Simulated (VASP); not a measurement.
**MnS: single point with PBEsol**

MnS:

```
Mn S
1.0
     0.00000    2.48238    2.48238
     2.48238    0.00000    2.48238
     2.48238    2.48238    0.00000
Mn S
1 1
Direct
  0.00000 0.00000 0.00000
  0.75000 0.75000 0.75000
```

```json
{
  "Program": "VASP 6.6.1",
  "Task": "single point",
  "Functional": "PBEsol",
  "Potentials or basis": "VASP PAW PBE potentials, release 64 (Mn_pv, S)",
  "Cutoff": "520 eV",
  "k mesh": "16 × 16 × 16",
  "Occupations": "gaussian, width 0.15 eV",
  "Spin": "collinear spin, ferromagnetic start",
  "Starting moments": "[2.188, 0.0] μB",
  "Fixed moment": "2.1875 μB"
}
```

```json
{"Pressure": "7.3 GPa", "Net moment": "2.19 μB per cell", "Site moments": "Mn +2.10; S -0.05 μB", "Valence electrons inside the program's atomic spheres": "Mn 11.98; S 3.75"}
```

Wall time 80 s on 1 thread of Intel(R) Xeon(R) 6975P-C (Granite Rapids), on a shared host, peak memory 0.26 GiB.

Caveat: the cell stands under pressure; the PAW data sets were made with another functional, which shifts forces and pressure a little; the total moment is fixed, so each spin has its own Fermi level; a cell with one magnetic atom can't hold antiferromagnetic order, which such compounds often take.
